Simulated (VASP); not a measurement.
Wanted: the native input for a VASP 6.6.1 run.

* Task: single point
* Functional: PBE
* Potentials or basis: VASP PAW PBE potentials, release 64 (K_sv, F)
* Cutoff: 520 eV
* k mesh: 6 × 6 × 6
* Occupations: fermi-dirac, width 0.03 eV
* Spin: no spin polarisation
* Dipole correction: no
* Further INCAR settings: ALGO = Normal; EDIFF = 1e-06; NBANDS = 15

The structure of KF lies in POSCAR:

```
KF
1.0
    3.2589550000      0.0000000000      0.0000000000
    0.0000000000      3.2589550000      0.0000000000
    0.0000000000      0.0000000000      3.2589550000
K F
1 1
Direct
    0.0000000000      0.0000000000      0.0000000000
    0.5000000000      0.5000000000      0.5000000000
```

These files were run (other wordings do the same):

INCAR

```
PREC = Accurate ; ENCUT = 520
EDIFF = 1E-6 ; ISMEAR = -1
SIGMA = 0.03 ; LREAL = F
LASPH = T ; NELM = 100
ALGO = Normal ; ISIF = 2
LWAVE = F ; LCHARG = F
GGA = PE ; NBANDS = 15
```

KPOINTS

```
Automatic mesh
0
Gamma
  6 6 6
```

Potentials or basis: VASP PAW PBE potentials, release 64 (K_sv, F).

The run is started by

```console
$ cat potpaw_PBE.64/K_sv/POTCAR potpaw_PBE.64/F/POTCAR > POTCAR
$ mpirun -np 1 vasp_std > vasp.out
```

Results of the run:

The pressure is 0.0 GPa and the band gap on the k mesh is 6.26 eV (least direct gap 6.31 eV).

Wall time 15 s on 1 thread of Intel Xeon 8259CL, with other jobs on the host, peak memory 0.14 GiB.
